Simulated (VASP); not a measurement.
Input of a VASP 6.6.1 run:

The input INCAR:

```
  PREC = Accurate
  ENCUT = 520
  EDIFF = 1E-6
  ISMEAR = 0
  SIGMA = 0.1
  LREAL = F
  LASPH = T
  NELM = 100
  ALGO = Normal
  ISIF = 2
  LWAVE = F
  LCHARG = F
  GGA = PE
  NBANDS = 28
```

KPOINTS

```
Automatic mesh
0
Gamma
  10 10 10
```

Contents of POSCAR:

```
K3W
1.0
    0.0000000000      4.3076995557      4.3076995557
    4.3076995557      0.0000000000      4.3076995557
    4.3076995557      4.3076995557      0.0000000000
K W
3 1
Direct
    0.7500000000      0.7500000000      0.7500000000
    0.5000000000      0.5000000000      0.5000000000
    0.2500000000      0.2500000000      0.2500000000
    0.0000000000      0.0000000000      0.0000000000
```

Potentials or basis: VASP PAW PBE potentials, release 64 (K_sv, W_sv).

Run with:

```bash
$ cat potpaw_PBE.64/K_sv/POTCAR potpaw_PBE.64/W_sv/POTCAR > POTCAR
$ mpirun -np 1 vasp_std > vasp.out
```

Predict the pressure.

0.0 GPa.
